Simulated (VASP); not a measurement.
Write the native input for VASP 6.6.1 that does the following.

```yaml
Task: single point
Functional: PBEsol
Potentials_or_basis: VASP PAW PBE potentials, release 64 (C)
Cutoff: 520 eV
k_mesh: 12 × 4 × 1
Occupations: gaussian, width 0.1 eV
Spin: no spin polarisation
Dipole_correction: yes
Further_INCAR_settings: ALGO = Normal; EDIFF = 1e-06; NBANDS = 26
```

The structure of C lies in POSCAR:

```
C
1.0
    2.4588140214      0.0000000000      0.0000000000
    0.0000000000      8.5228814439      0.0000000000
    0.0000000000      0.0000000000     24.0979846857
C
8
Direct
    0.0000000000      0.0000000000      0.3527265915
    0.5000000000      0.0000000000      0.3821812732
    0.5000000000      0.0000000000      0.4410906366
    0.0000000000      0.0000000000      0.4705453183
    0.0000000000      0.0000000000      0.5300259874
    0.5000000000      0.0000000000      0.5588654825
    0.5000000000      0.0000000000      0.6199550421
    0.0000000000      0.0000000000      0.6456265356
```

These files were run (other wordings do the same):

INCAR

```
ALGO = Normal
DIPOL = 0.5 0.5 0.500
EDIFF = 1E-6
ENCUT = 520
GGA = PS
IDIPOL = 3
ISIF = 2
ISMEAR = 0
LASPH = True
LCHARG = False
LDIPOL = True
LREAL = False
LWAVE = False
NBANDS = 26
NELM = 80
PREC = Accurate
SIGMA = 0.1
```

KPOINTS

```
k-points
0
Gamma
  12 4 1
```

Potentials or basis: VASP PAW PBE potentials, release 64 (C).

Launch:

```sh
$ cat potpaw_PBE.64/C/POTCAR > POTCAR
$ mpirun -np 1 vasp_std > vasp.out
```

It gave:

| Quantity | Value |
| --- | --- |
| Largest force | 3.026 eV/Å |
| Band gap on the k mesh | zero (band 16 reaches -4.24 eV, above the bottom of band 17 at -4.42 eV) |

Caveat: the PAW data sets were made with another functional, which shifts forces and pressure a little.

Wall time 8 min on 1 thread of AMD EPYC 7R13, on a shared host, peak memory 0.56 GiB.
